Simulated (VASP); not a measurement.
Wanted: the native input for a VASP 6.6.1 run.

```
Task                   : single point
Functional             : PBE
Dispersion             : D3(BJ)
Potentials or basis    : VASP PAW PBE potentials, release 64 (B, N)
Cutoff                 : 520 eV
k mesh                 : 11 × 8 × 1
Occupations            : gaussian, width 0.05 eV
Spin                   : no spin polarisation
Dipole correction      : yes
Further INCAR settings : ALGO = Normal; EDIFF = 1e-07; NBANDS = 36; ISYM = 0
```

The structure of BN lies in POSCAR:

```
BN
1.0
    2.5076849336      0.0000000000      0.0000000000
   -1.2538424668      3.3394821526      0.0000000000
    0.0000000000      0.0000000000     26.5663209070
B N
6 6
Direct
    0.5000000000      0.0000000000      0.2823123317
    0.0000000000      0.0000000000      0.3639507309
    0.5000000000      0.0000000000      0.4455891301
    0.0000000000      0.0000000000      0.5272275293
    0.5000000000      0.0000000000      0.6088659284
    0.0000000000      0.0000000000      0.6905043276
    0.0000000000      0.0000000000      0.3094956724
    0.5000000000      0.0000000000      0.3911340716
    0.0000000000      0.0000000000      0.4727724707
    0.5000000000      0.0000000000      0.5544108699
    0.0000000000      0.0000000000      0.6360492691
    0.5000000000      0.0000000000      0.7176876683
```

These files were run (other wordings do the same):

INCAR

```
PREC = Accurate
ENCUT = 520
EDIFF = 1E-7
ISMEAR = 0
SIGMA = 0.05
LREAL = False
LASPH = True
NELM = 60
ALGO = Normal
ISIF = 2
LWAVE = False
LCHARG = False
LDIPOL = True
IDIPOL = 3
DIPOL = 0.5 0.5 0.500
GGA = PE
IVDW = 12
ISYM = 0
NBANDS = 36
```

KPOINTS

```
regular mesh
0
Gamma
  11 8 1
```

Potentials or basis: VASP PAW PBE potentials, release 64 (B, N).

Run with:

```sh
$ cat potpaw_PBE.64/B/POTCAR potpaw_PBE.64/N/POTCAR > POTCAR
$ mpirun -np 1 vasp_std > vasp.out
```

Results of the run:

| Quantity | Value |
| --- | --- |
| Largest force | 2.623 eV/Å |
| Band gap on the k mesh | zero (bands 24 and 25 overlap by 0.52 eV) |
| Dispersion energy per atom | -0.125 eV |

Run time: 20 min on 1 thread of Intel(R) Xeon(R) Platinum 8559C (Emerald Rapids) (shared host), peak memory 0.48 GiB.
